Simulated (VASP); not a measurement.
A run of VASP 6.6.1 is set up as follows.

INCAR

```
SYSTEM = KF
PREC = Accurate ; ENCUT = 600
EDIFF = 1E-6 ; ISMEAR = -5
SIGMA = 0.1 ; LREAL = .FALSE.
LASPH = .TRUE. ; NELM = 120
ALGO = Normal ; ISIF = 2
LWAVE = .FALSE. ; LCHARG = .FALSE.
GGA = PE ; NBANDS = 15
GGA_COMPAT = .FALSE.
```

The input KPOINTS:

```
Automatic mesh
0
G
  6 6 6
  0 0 0
```

The input POSCAR:

```
KF
1.0
    0.0000000000      2.6589605792      2.6589605792
    2.6589605792      0.0000000000      2.6589605792
    2.6589605792      2.6589605792      0.0000000000
K F
1 1
Direct
    0.0000000000      0.0000000000      0.0000000000
    0.5000000000      0.5000000000      0.5000000000
```

Potentials or basis: VASP PAW PBE potentials, release 64 (K_sv, F).

Run with:

```console
$ cat potpaw_PBE.64/K_sv/POTCAR potpaw_PBE.64/F/POTCAR > POTCAR
$ mpirun -np 1 vasp_std > vasp.out
```

(1) Estimate the band gap on the k mesh.

(2) Estimate the pressure.

## Answers

(1) 6.24 eV, direct.

(2) 1.9 GPa.
